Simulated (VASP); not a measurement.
A run of VASP 6.6.1 is set up as follows.

Contents of INCAR:

```
ALGO = Normal ; EDIFF = 1E-6
ENCUT = 520 ; GGA = PE
ISIF = 2 ; ISMEAR = 0
LASPH = T ; LCHARG = F
LREAL = F ; LWAVE = F
NBANDS = 16 ; NELM = 100
PREC = Accurate ; SIGMA = 0.05
```

File KPOINTS:

```
k-points
0
Gamma
  8 8 8
```

The input POSCAR:

```
GaP
1.0
    0.0000000000      2.7252500000      2.6162400000
    2.7252500000      0.0000000000      2.6162400000
    2.7252500000      2.7252500000      0.0000000000
Ga P
1 1
Direct
    0.0000000000      0.0000000000      0.0000000000
    0.7500000000      0.7500000000      0.7500000000
```

Potentials or basis: VASP PAW PBE potentials, release 64 (Ga_d, P).

Command:

```bash
$ cat potpaw_PBE.64/Ga_d/POTCAR potpaw_PBE.64/P/POTCAR > POTCAR
$ mpirun -np 1 vasp_std > vasp.out
```

Task: What does it give for the pressure?

Result: 6.3 GPa.

Task: Estimate the band gap on the k mesh.

Result: 1.18 eV, indirect (least direct gap 2.01 eV).

Stress tensor (GPa, compression positive):
```
5.35 0.00 0.00
0.00 5.35 0.00
0.00 0.00 8.11
```

Caveat: the cell differs from its parent crystal (strain +0.000 along x and y, -0.040 along z). A k mesh can miss the band edges.
